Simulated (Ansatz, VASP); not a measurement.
**One calculation of SiO2, two programs**

Contents of INCAR:

```
ALGO = Normal
EDIFF = 1E-7
ENCUT = 520
GGA = CA
ISIF = 2
ISMEAR = 0
LASPH = True
LCHARG = True
LELF = True
LREAL = False
LVHAR = True
LWAVE = False
NBANDS = 34
NELM = 80
PREC = Accurate
SIGMA = 0.02
```

KPOINTS

```
k-points
0
Gamma
  6 6 4
```

The input POSCAR:

```
SiO2
1.0
    5.0386983966      0.0000000000      0.0000000000
   -2.5193491983      4.3636408134      0.0000000000
    0.0000000000      0.0000000000      5.5248549831
Si O
3 6
Direct
    0.0000000000      0.5000000000      0.3333333333
    0.5000000000      0.5000000000      0.6666666667
    0.5000000000      0.0000000000      0.0000000000
    0.5843949018      0.7921974509      0.8333333333
    0.7921974509      0.5843949018      0.5000000000
    0.7921974509      0.2078025491      0.1666666667
    0.4156050982      0.2078025491      0.8333333333
    0.2078025491      0.4156050982      0.5000000000
    0.2078025491      0.7921974509      0.1666666667
```

Input for Ansatz:

```yaml
crystal:
  lattice:
    - [5.0386983803, 0.0, 0.0]
    - [-2.5193491901, 4.3636407993, 0.0]
    - [0.0, 0.0, 5.5248550125]
  atoms:
    - { symbol: Si, position: [0.0, 0.5, 0.3333333333] }
    - { symbol: Si, position: [0.5, 0.5, 0.6666666667] }
    - { symbol: Si, position: [0.5, 0.0, 0.0] }
    - { symbol: O, position: [0.5843949023, 0.7921974511, 0.8333333333] }
    - { symbol: O, position: [0.7921974511, 0.5843949023, 0.5] }
    - { symbol: O, position: [0.7921974511, 0.2078025489, 0.1666666667] }
    - { symbol: O, position: [0.4156050977, 0.2078025489, 0.8333333333] }
    - { symbol: O, position: [0.2078025489, 0.4156050977, 0.5] }
    - { symbol: O, position: [0.2078025489, 0.7921974511, 0.1666666667] }
basis:
  ecutwfc: 420
kpoints:
  mp_grid: { grid: [6, 6, 4] }
  band_path: { path: [VBM, CBM], npoints: 2 }
hamiltonian:
  xc: lda
scf:
  occupations: { method: gaussian, width: 0.02 }
output:
  forces: true
  stress: true
  eigenvalues: true
checkpoint:
  read: start.run
  write: ck
  compress: false
  write_wavefunctions: false
  write_every: 100000
```

Alike in both runs: task single point; functional LDA; k mesh 6 × 6 × 4; occupations gaussian, width 0.02 eV; no spin polarisation.

|  | VASP | Ansatz |
| --- | --- | --- |
| version | VASP 6.6.1 | Ansatz 0.2.0 |
| potentials or method | VASP PAW LDA potentials, release 64 (Si, O), cutoff 520 eV | scalar-relativistic, plane waves, PAW |
| valence electrons in the cell | 48 | 48 |

```csv
,VASP,Ansatz,Ansatz less VASP
gap on the k mesh at the Fermi level (eV),5.49,5.50,+0.003
least direct gap on the mesh (eV),5.68,5.68,-0.001
```

LDA's correlation is that of Perdew and Zunger in VASP and of Perdew and Wang (1992) in Ansatz.
